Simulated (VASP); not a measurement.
Here is a VASP 6.6.1 calculation.

Contents of INCAR:

```
ALGO     = Normal         # electronic algorithm
EDIFF    = 1E-6           # SCF threshold, eV
EDIFFG   = -0.01          # ionic threshold
ENCUT    = 600            # plane-wave cutoff, eV
GGA      = PS             # functional
IBRION   = 2              # ionic algorithm
ISIF     = 3              # what is computed and relaxed
ISMEAR   = -1             # smearing method
ISPIN    = 2              # spin polarisation
LASPH    = True           # aspherical terms in the spheres
LCHARG   = False          # write CHGCAR
LMAXMIX  = 4              # l up to which the mixer works
LORBIT   = 11             # projections on sites
LREAL    = False          # projectors in reciprocal space
LWAVE    = False          # write WAVECAR
MAGMOM   = 4 0 0          # initial moments
NELM     = 150            # most SCF steps
NSW      = 80             # ionic steps
PREC     = Accurate       # precision mode
PSTRESS  = 200.0        
SIGMA    = 0.05           # smearing width, eV
```

The input KPOINTS:

```
k-points
0
Gamma
  11 11 6
```

File POSCAR:

```
MnO2
1.0
    2.8565781804      0.0000000000      0.0000000000
   -1.4282890902      2.4738692722      0.0000000000
    0.0000000000      0.0000000000      4.6013740589
Mn O
1 2
Direct
    0.0000000000      0.0000000000      0.5000000000
    0.3333333333      0.6666666667      0.7062925700
    0.6666666667      0.3333333333      0.2937074300
```

Potentials or basis: VASP PAW PBE potentials, release 64 (Mn_pv, O).

Command:

```sh
$ cat potpaw_PBE.64/Mn_pv/POTCAR potpaw_PBE.64/O/POTCAR > POTCAR
$ mpirun -np 1 vasp_std > vasp.out
```

(1) What does it give for the relaxed cell?

(2) Predict the band gap on the k mesh.

(3) Estimate the site moments.

(4) Estimate the net moment.

Results:

(1) a = 2.783 Å, b = 2.783 Å, c = 3.867 Å, α = 90.00°, β = 90.00°, γ = 120.00°.

(2) 0.26 eV (least direct gap 0.39 eV).

(3) Mn +2.77; O +0.07 μB.

(4) 3.00 μB per cell.

Caveat: the cell is relaxed towards a set pressure, so the run minimises the enthalpy, not the energy; an odd mesh through Γ misses points on the zone boundary, where band edges can lie; a cell with one magnetic atom can't hold antiferromagnetic order, which such compounds often take.
